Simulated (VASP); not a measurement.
# Ti11Sn13O48 (P1) in VASP: single point with PBEsol

Aim: the single point of Ti11Sn13O48 with PBEsol.

All numbers are computed with VASP 6.6.1; they aren't measurements. Logs are shortened: lines on timing, memory, paths and dates and some standing lists are left out, and cuts for length are marked.

## 1. The cell of the first run

The typed cell holds 72 atoms: a = 9.382 Å, b = 9.382 Å, c = 9.276 Å, α = 90.00°, β = 90.00°, γ = 90.00°.

## 2. Single point, PBEsol

INCAR reads:

```
SYSTEM = Ti11Sn13O48
PREC = Accurate
ENCUT = 520
EDIFF = 1E-7
ISMEAR = -1
SIGMA = 0.05
LREAL = Auto
LASPH = .True.
NELM = 100
ALGO = Normal
ISIF = 2
LWAVE = .False.
LCHARG = .False.
GGA = PS
NBANDS = 343
```

KPOINTS reads:

```
Automatic mesh
0
Gamma
  1 1 1
  0.5 0.5 0.5
```

POSCAR reads:

```
Ti11Sn13O48
1.0
    9.3817760000      0.0000000000      0.0000000000
    0.0000000000      9.3817760000      0.0000000000
    0.0000000000      0.0000000000      9.2756390000
Ti Sn O
11 13 48
Direct
    0.0001820000      0.9961350000      0.9976280000
    0.0071160000      0.9992690000      0.3353950000
    0.9988160000      0.4981710000      0.9990160000
    0.4986300000      0.9989350000      0.3320370000
    0.5011250000      0.9960160000      0.6643570000
    0.2503880000      0.2534450000      0.1658320000
    0.2507910000      0.7497400000      0.4980220000
    0.7483520000      0.2479910000      0.8318680000
    0.7524230000      0.7500700000      0.1687800000
    0.7525910000      0.7525110000      0.4990070000
    0.7480300000      0.7527610000      0.8318400000
    0.0038750000      0.0011230000      0.6682680000
    0.9989630000      0.5002380000      0.3300920000
    0.9987520000      0.4970690000      0.6654470000
    0.5011230000      0.0038480000      0.0006610000
    0.5010490000      0.5044280000      0.9980340000
    0.5021100000      0.4981640000      0.3356700000
    0.5004950000      0.4974850000      0.6649410000
    0.2498550000      0.2512550000      0.4995560000
    0.2517470000      0.2504020000      0.8284370000
    0.2490790000      0.7523840000      0.1625910000
    0.2501740000      0.7541350000      0.8333030000
    0.7491330000      0.2509980000      0.1696540000
    0.7526200000      0.2489510000      0.5025050000
    0.1550890000      0.1541700000      0.9950710000
    0.1518210000      0.1528090000      0.3357190000
    0.1557190000      0.1517160000      0.6667070000
    0.1550050000      0.6536580000      0.0010020000
    0.1494580000      0.6537050000      0.3335350000
    0.1559660000      0.6535770000      0.6704110000
    0.6530040000      0.1511380000      0.9984720000
    0.6557070000      0.1504070000      0.3350460000
    0.6508890000      0.1531930000      0.6632060000
    0.6492730000      0.6542130000      0.9962080000
    0.6523130000      0.6512440000      0.3364760000
    0.6537250000      0.6543840000      0.6705680000
    0.3471740000      0.3454170000      0.9996480000
    0.3482400000      0.3472630000      0.3255630000
    0.3472870000      0.3506060000      0.6680610000
    0.3473680000      0.8514200000      0.9989510000
    0.3493760000      0.8464780000      0.3347520000
    0.3458670000      0.8478070000      0.6671170000
    0.8473420000      0.3453480000      0.9985550000
    0.8481910000      0.3461070000      0.3360490000
    0.8467610000      0.3516830000      0.6675000000
    0.8474240000      0.8474750000      0.9993250000
    0.8441520000      0.8482510000      0.3291280000
    0.8462200000      0.8484440000      0.6679330000
    0.0989300000      0.4037420000      0.1671560000
    0.0990770000      0.4014910000      0.5020540000
    0.0986140000      0.4001800000      0.8336670000
    0.0989310000      0.9022990000      0.1648810000
    0.0954490000      0.9019320000      0.4989220000
    0.0994620000      0.9044020000      0.8342480000
    0.5990750000      0.4013950000      0.1661490000
    0.5990210000      0.3998300000      0.5033130000
    0.6011930000      0.4048130000      0.8331600000
    0.5949080000      0.9023980000      0.1674870000
    0.5982180000      0.8981890000      0.5014340000
    0.6002230000      0.9022430000      0.8320660000
    0.4030530000      0.0962370000      0.1689770000
    0.4030260000      0.0986990000      0.4963680000
    0.4040300000      0.0969630000      0.8347960000
    0.4025530000      0.5947360000      0.1659390000
    0.4034420000      0.5977530000      0.5002990000
    0.4047360000      0.5929540000      0.8316030000
    0.9038360000      0.0931560000      0.1672630000
    0.9013740000      0.0981550000      0.4943650000
    0.9024980000      0.1005870000      0.8324170000
    0.8990710000      0.5994610000      0.1668000000
    0.9021760000      0.5999130000      0.5031040000
    0.9024230000      0.5961310000      0.8329550000
```

Potentials or basis: VASP PAW PBE potentials, release 64 (Ti_sv, Sn_d, O).

The run is started by

```
> cat potpaw_PBE.64/Ti_sv/POTCAR potpaw_PBE.64/Sn_d/POTCAR potpaw_PBE.64/O/POTCAR > POTCAR
> mpirun -np 1 vasp_std > vasp.out
```

OUTCAR:

```text
SYSTEM = Ti11Sn13O48
   PREC = Accurate
   ENCUT = 520
   EDIFF = 1E-7
   ISMEAR = -1
   LREAL = Auto
   LASPH = .True.
   NELM = 100
   ISIF = 2
   GGA = PS

 ion  position               nearest neighbor table
   1  0.000  0.996  0.998-  54 1.98  46 2.00  52 2.01  67 2.03  69 2.04  25 2.08  12 3.06
   2  0.007  0.999  0.335-  53 1.95  26 1.98  68 2.00  52 2.02  67 2.04  47 2.09  12 3.09
   3  0.999  0.498  0.999-  72 2.01  51 2.02  43 2.02  49 2.02  70 2.05  28 2.07  13 3.07  14 3.09

   4  0.499  0.999  0.332-  61 1.98  58 1.99  62 2.00  41 2.00  32 2.05  59 2.06  15 3.07
   5  0.501  0.996  0.664-  59 1.99  42 2.01  60 2.01  33 2.04  62 2.05  63 2.06  15 3.12
   6  0.250  0.253  0.166-  38 1.95  37 1.99  49 2.00  25 2.04  61 2.06  26 2.06  19 3.10  20 3.13

   7  0.251  0.750  0.498-  41 1.99  29 2.01  65 2.02  42 2.03  30 2.04  53 2.04  22 3.11  21 3.11

   8  0.748  0.248  0.832-  69 2.00  31 2.00  57 2.02  33 2.02  43 2.02  45 2.03  24 3.06  23 3.13
[... 76 lines left out ...]
  71  0.902  0.600  0.503-  14 2.00  10 2.01  13 2.07
  72  0.902  0.596  0.833-   3 2.01  14 2.02  11 2.06

  LATTYP: Found a simple tetragonal cell.
 ALAT       =     9.3817760000
 C/A-ratio  =     0.9886868968

  Lattice vectors:

 A1 = (   9.3817760000,   0.0000000000,   0.0000000000)
 A2 = (   0.0000000000,   9.3817760000,   0.0000000000)
 A3 = (   0.0000000000,   0.0000000000,   9.2756390000)

Analysis of symmetry for initial positions (statically):
=====================================================================
 Subroutine PRICEL returns:
 Original cell was already a primitive cell.

 Routine SETGRP: Setting up the symmetry group for a
 simple tetragonal supercell.

 Subroutine GETGRP returns: Found  1 space group operations
 (whereof  1 operations were pure point group operations)
 out of a pool of 16 trial point group operations.

The static configuration has the point symmetry C_1 .

Analysis of symmetry for dynamics (positions and initial velocities):
=====================================================================
 Subroutine PRICEL returns:
 Original cell was already a primitive cell.

 Routine SETGRP: Setting up the symmetry group for a
 simple tetragonal supercell.

 Subroutine GETGRP returns: Found  1 space group operations
 (whereof  1 operations were pure point group operations)
 out of a pool of 16 trial point group operations.

The dynamic configuration has the point symmetry C_1 .

 Subroutine INISYM returns: Found  1 space group operations
 (whereof  1 operations are pure point group operations),
 and found     1 'primitive' translations

----------------------------------------------------------------------------------------

                                     Primitive cell

  volume of cell :     816.4206

  direct lattice vectors                    reciprocal lattice vectors
     9.381776000  0.000000000  0.000000000     0.106589627  0.000000000  0.000000000
     0.000000000  9.381776000  0.000000000     0.000000000  0.106589627  0.000000000
     0.000000000  0.000000000  9.275639000     0.000000000  0.000000000  0.107809284

  length of vectors
     9.381776000  9.381776000  9.275639000     0.106589627  0.106589627  0.107809284

  position of ions in fractional coordinates (direct lattice)
     0.000182000  0.996135000  0.997628000
     0.007116000  0.999269000  0.335395000
     0.998816000  0.498171000  0.999016000
     0.498630000  0.998935000  0.332037000
     0.501125000  0.996016000  0.664357000
     0.250388000  0.253445000  0.165832000
[... 64 lines left out ...]
     0.902176000  0.599913000  0.503104000
     0.902423000  0.596131000  0.832955000

  ion indices of the primitive-cell ions
   primitive index   ion index
                 1           1
                 2           2
                 3           3
                 4           4
                 5           5
                 6           6
[... 64 lines left out ...]
                71          71
                72          72

----------------------------------------------------------------------------------------

 KPOINTS: Automatic mesh

Automatic generation of k-mesh.
 Grid dimensions read from file:
 generate k-points for:    1    1    1

 Generating k-lattice:

  Cartesian coordinates                     Fractional coordinates (reciprocal lattice)
     0.106589627  0.000000000  0.000000000     1.000000000  0.000000000  0.000000000
     0.000000000  0.106589627  0.000000000     0.000000000  1.000000000  0.000000000
     0.000000000  0.000000000  0.107809284     0.000000000  0.000000000  1.000000000

  Length of vectors
     0.106589627  0.106589627  0.107809284

  Shift w.r.t. Gamma in fractional coordinates (k-lattice)
     0.500000000  0.500000000  0.500000000

 Subroutine IBZKPT returns following result:
 ===========================================

 Found      1 irreducible k-points:

 Following reciprocal coordinates:
            Coordinates               Weight
  0.500000  0.500000  0.500000      1.000000
   k-points           NKPTS =      1   k-points in BZ     NKDIM =      1   number of bands    NBANDS=    343
   number of dos      NEDOS =    301   number of ions     NIONS =     72
   total plane-waves  NPLWV = 343000
   dimension x,y,z NGX =    70 NGY =   70 NGZ =   70
   dimension x,y,z NGXF=   140 NGYF=  140 NGZF=  140
   ions per type =              11  13  48
   NGX,Y,Z   is equivalent  to a cutoff of  12.40, 12.40, 12.55 a.u.
   NGXF,Y,Z  is equivalent  to a cutoff of  24.81, 24.81, 25.09 a.u.
 SYSTEM =  Ti11Sn13O48
   PREC   = accura    normal or accurate (medium, high low for compatibility)
   ISTART =      0    job   : 0-new  1-cont  2-samecut
   ICHARG =      2    charge: 1-file 2-atom 10-const
   ISPIN  =      1    spin polarized calculation?
   LNONCOLLINEAR =      F non collinear calculations
   LSORBIT =      F    spin-orbit coupling
   LASPH  =      T    aspherical Exc in radial PAW
   ENCUT  =  520.0 eV  38.22 Ry    6.18 a.u.  17.44 17.44 17.25*2*pi/ulx,y,z
   NELM   =    100;   NELMIN=  2; NELMDL= -5     # of ELM steps
   EDIFF  = 0.1E-06   stopping-criterion for ELM
   LREAL  =      T    real-space projection
   EDIFFG = 0.1E-05   stopping-criterion for IOM
   NSW    =      0    number of steps for IOM
   IBRION =     -1    ionic relax: 0-MD 1-quasi-New 2-CG
   NFREE  =      0    steps in history (QN), initial steepest desc. (CG)
   ISIF   =      2    stress and relaxation
   ISYM   =      2    0-nonsym 1-usesym 2-fastsym
   POTIM  = 0.5000    time-step for ionic-motion
   TEBEG  =    0.0;   TEEND  =   0.0 temperature during run
   PSTRESS=    0.0 pullay stress
   NELECT =     602.0000    total number of electrons
   NUPDOWN=      -1.0000    fix difference up-down
   EMIN   =  10.00;   EMAX   =-10.00  energy-range for DOS
   EFERMI =   0.00;   METHOD = LEGACY
   ISMEAR =    -1;   SIGMA  =   0.05  broadening in eV -4-tet -1-fermi 0-gaus
   EFERMI_NEDOS =   21; number of points for ismear=-14 and -15
   IALGO  =     38    algorithm
   IMIX   =      4    mixing-type and parameters
     AMIX     =   0.40;   BMIX     =  1.00
     AMIX_MAG =   1.60;   BMIX_MAG =  1.00
  volume/ion in A,a.u.               =      11.34        76.52
  Fermi-wavevector in a.u.,A,eV,Ry     =   1.479003  2.794910 29.762056  2.187449
  Thomas-Fermi vector in A             =   2.593214
   LORBIT       =      0    0 simple, 1 ext, 2 COOP (PROOUT), +10 PAW based schemes
   GGA     = PS    functional components
   LHFCALC =     F    Hartree Fock is set to
   AEXX    =    0.0000 exact exchange contribution
   IVDW    =     0    specifies the selected vdW correction
   LEPSILON=     F    determine dielectric tensor
   LRPA    =     F    only Hartree local field effects (RPA)
 non-spin polarized calculation
  energy-cutoff  :      520.00
  volume of cell :      816.42
 maximum number of plane-waves:     22016
 NGX is ok and might be reduce to    70
   NGX = 35   NGY = 35   NGZ = 35

 number of electron     602.0000085 magnetization

 Free energy of the ion-electron system (eV)
  ---------------------------------------------------
  ext. energy  EPLUGINS =         0.00000000
  ---------------------------------------------------
  free energy    TOTEN  =      -561.16157318 eV

  energy without entropy =     -561.16157317  energy(sigma->0) =     -561.16157317

 E-fermi :   6.2234     XC(G=0): -11.5511

 val. band max:        5.0267033055   @ k =   0.5000   0.5000   0.5000
 cond. band min:       7.3973340859   @ k =   0.5000   0.5000   0.5000
 fundamental gap:      2.3706307804
 Fermi energy:         6.2233990716

 k-point     1 :       0.5000    0.5000    0.5000
  band No.  band energies     occupation
      1     -51.7035      2.00000
      2     -51.6467      2.00000
      3     -51.6121      2.00000
      4     -51.5847      2.00000
      5     -51.5561      2.00000
      6     -51.5431      2.00000
[... 305 lines left out ...]
    312       7.7275      0.00000
    313       7.7724      0.00000
 [bands above 313 left out]

------------------------ aborting loop because EDIFF is reached ----------------------------------------

  FORCE on cell =-STRESS in cart. coord.  units (eV):
  Direction    XX          YY          ZZ          XY          YZ          ZX
  --------------------------------------------------------------------------------------
  -------------------------------------------------------------------------------------
  Total        9.6425113      9.2509512     10.4590899      1.3673447      0.8905555     -0.7159421
  in kB       18.9228602     18.1544466     20.5253477      2.6833334      1.7476626     -1.4049941
  external PRESSURE =      19.2008848 kB  Pullay stress =       0.0000000 kB

 VOLUME and BASIS-vectors are now :
 -----------------------------------------------------------------------------
  energy-cutoff  :      520.00
  volume of cell :      816.42
      direct lattice vectors                 reciprocal lattice vectors
     9.381776000  0.000000000  0.000000000     0.106589627  0.000000000  0.000000000
     0.000000000  9.381776000  0.000000000     0.000000000  0.106589627  0.000000000
     0.000000000  0.000000000  9.275639000     0.000000000  0.000000000  0.107809284

 POSITION                                       TOTAL-FORCE (eV/Angst)
 -----------------------------------------------------------------------------------
      0.00171      9.34552      9.25364        -0.257687      0.744421      1.208359
      0.06676      9.37492      3.11100        -0.467473      0.542859     -1.027194
      9.37067      4.67373      9.26651        -0.209329      0.008359     -0.780847
      4.67803      9.37178      3.07986         0.314533      0.226864      0.194355
      4.70144      9.34440      6.16234         0.185932      0.094710     -0.301871
      2.34908      2.37776      1.53820        -0.005827     -0.303338     -0.916486
[... 64 lines left out ...]
      8.46401      5.62825      4.66661        -0.971318      1.047008     -0.716957
      8.46633      5.59277      7.72619        -0.174525      0.459902      1.685295
 -----------------------------------------------------------------------------------
    total drift:                                0.000165      0.006784      0.015130

  FREE ENERGIE OF THE ION-ELECTRON SYSTEM (eV)
  ---------------------------------------------------
  free  energy   TOTEN  =      -561.1615731752 eV

  energy  without entropy=     -561.1615731747  energy(sigma->0) =     -561.16157317
```

Run time: 13 min. Hardware: 1 thread of Intel Xeon Platinum 8259CL at 2.50GHz (Skylake/Cascade Lake), shared host; peak memory 0.79 GiB.

What came out:

- Free energy: -561.1616 eV
- Pressure: 1.9 GPa
- Largest force: 2.602 eV/Å
- Band gap on the k mesh: 2.37 eV

Forces on the atoms (eV/Å):
```
Ti  -0.258  0.744  1.208
Ti  -0.467  0.543 -1.027
Ti  -0.209  0.008 -0.781
Ti   0.315  0.227  0.194
Ti   0.186  0.095 -0.302
Ti  -0.006 -0.303 -0.916
Ti   0.037 -0.305  0.099
Ti  -0.093  0.182  0.384
Ti  -0.319  0.264 -0.219
Ti  -0.014 -0.220  0.129
Ti  -0.098 -0.456  0.091
Sn  -1.090  0.054 -0.694
Sn  -0.168  0.120  1.069
Sn   0.692  1.082  0.881
Sn  -0.032 -0.655 -0.128
Sn  -0.115 -1.135  0.583
Sn  -0.026  0.178 -0.854
Sn   0.664  0.795  0.706
Sn   0.610  0.011 -0.560
Sn   0.235 -0.170  1.781
Sn   0.881 -0.636  1.346
Sn   0.609 -1.155  0.199
Sn   0.532 -0.816 -0.849
Sn  -0.222 -0.006 -0.344
O   -0.870 -0.888  1.834
O   -0.619 -0.728 -1.507
O   -0.464 -0.433 -0.523
O   -1.653 -1.627 -0.491
O    0.863  0.745  1.220
O   -0.084  0.040 -1.952
O    0.954  0.989 -1.117
O   -1.591 -1.315 -0.001
O   -0.603 -0.799  1.929
O    1.891  1.771  0.241
O    1.500  1.430 -0.110
O    1.094  1.044 -0.328
O   -0.101 -0.198  1.506
O   -0.671 -0.558 -0.452
O   -0.024 -0.175 -0.830
O    0.461  0.179 -0.051
O    0.150  0.246  1.169
O    0.904  0.826 -1.797
O    0.665  0.733 -0.995
O    0.495  0.703 -0.220
O   -0.925 -1.187  1.302
O   -0.076 -0.087  0.133
O   -0.075 -0.503  0.276
O   -0.720 -0.855 -0.199
O    0.385 -0.615 -1.516
O   -0.079  0.110 -0.686
O   -0.863  0.946  1.318
O   -1.454  1.506  0.117
O    0.733 -0.544 -1.116
O   -0.737  0.601  1.244
O   -0.148  0.220 -0.025
O    0.017 -0.167 -0.534
O    1.232 -1.667 -0.026
O    0.726 -0.645  1.306
O   -0.508  0.652  0.167
O    0.064 -0.140 -1.242
O   -0.730  0.663  1.532
O    1.272 -1.338  0.255
O    0.423 -0.469 -1.887
O   -0.499  0.615  0.451
O   -1.379  1.204 -0.128
O   -1.269  1.239 -0.215
O    1.133 -0.829 -0.172
O    1.372 -1.215 -0.453
O   -0.364  0.254  1.103
O   -0.327  0.314 -1.495
O   -0.971  1.047 -0.717
O   -0.175  0.460  1.685
```

Levels at points of the mesh, in eV from the valence-band top:
```
           k point  band 297  band 298  band 299  band 300  band 301  band 302  band 303  band 304  band 305  band 306
(0.50, 0.50, 0.50)     -0.15     -0.12     -0.04     -0.03      0.00      2.37      2.44      2.49      2.51      2.52
```

Caveat: the k points lie up to 0.68 Å⁻¹ apart; the PAW data sets were made with another functional, which shifts forces and pressure a little; spin-orbit coupling is left out, which moves the levels of the heavy elements. PBEsol gaps usually lie below the measured ones, often by a third to a half.
